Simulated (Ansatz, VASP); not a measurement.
## Two plane-wave programs on ScBPd3

Contents of INCAR:

```
PREC = Accurate
ENCUT = 520
EDIFF = 1E-6
ISMEAR = 1
SIGMA = 0.2
LREAL = False
LASPH = True
NELM = 60
ALGO = Normal
ISIF = 2
LWAVE = False
LCHARG = True
GGA = PE
LELF = True
LVHAR = True
NBANDS = 30
```

KPOINTS

```
Automatic mesh
0
Gamma
  6 6 6
```

File POSCAR:

```
ScBPd3
1.0
    4.2349570000      0.0000000000      0.0000000000
    0.0000000000      4.2349570000      0.0000000000
    0.0000000000      0.0000000000      4.2349570000
Sc B Pd
1 1 3
Direct
    0.0000000000      0.0000000000      0.0000000000
    0.5000000000      0.5000000000      0.5000000000
    0.0000000000      0.5000000000      0.5000000000
    0.5000000000      0.5000000000      0.0000000000
    0.5000000000      0.0000000000      0.5000000000
```

Input for Ansatz:

```yaml
crystal:
  lattice:
    - [4.234957, 0.0, 0.0]
    - [0.0, 4.234957, 0.0]
    - [0.0, 0.0, 4.234957]
  atoms:
    - { symbol: Sc, position: [0.0, 0.0, 0.0] }
    - { symbol: B, position: [0.5, 0.5, 0.5] }
    - { symbol: Pd, position: [0.0, 0.5, 0.5] }
    - { symbol: Pd, position: [0.5, 0.5, 0.0] }
    - { symbol: Pd, position: [0.5, 0.0, 0.5] }
basis:
  ecutwfc: 420.0
kpoints:
  mp_grid:
    grid: [6, 6, 6]
    shift: [0.0, 0.0, 0.0]
hamiltonian:
  xc: pbe
scf:
  occupations:
    method: methfessel_paxton
    width: 0.2
output:
  stress: true
```

Alike in both runs: task single point; functional PBE; k mesh 6 × 6 × 6; occupations methfessel-paxton of order 1, width 0.2 eV; no spin polarisation.

|  | VASP | Ansatz |
| --- | --- | --- |
| version | VASP 6.6.1 | Ansatz 0.2.0 |
| potentials or method | VASP PAW PBE potentials, release 64 (Sc_sv, B, Pd), cutoff 520 eV | plane waves, PAW |
| valence electrons in the cell | 44 | 68 |

|  | VASP | Ansatz | Ansatz less VASP |
| --- | --- | --- | --- |
| pressure (GPa) | -0.8 | -0.9 | -0.05 |

With one functional, cell and mesh, what is left measures potentials, basis and numerics. VASP's potentials hold 44 valence electrons a cell and Ansatz's 68, so a difference there can come from the potentials and not from the codes.
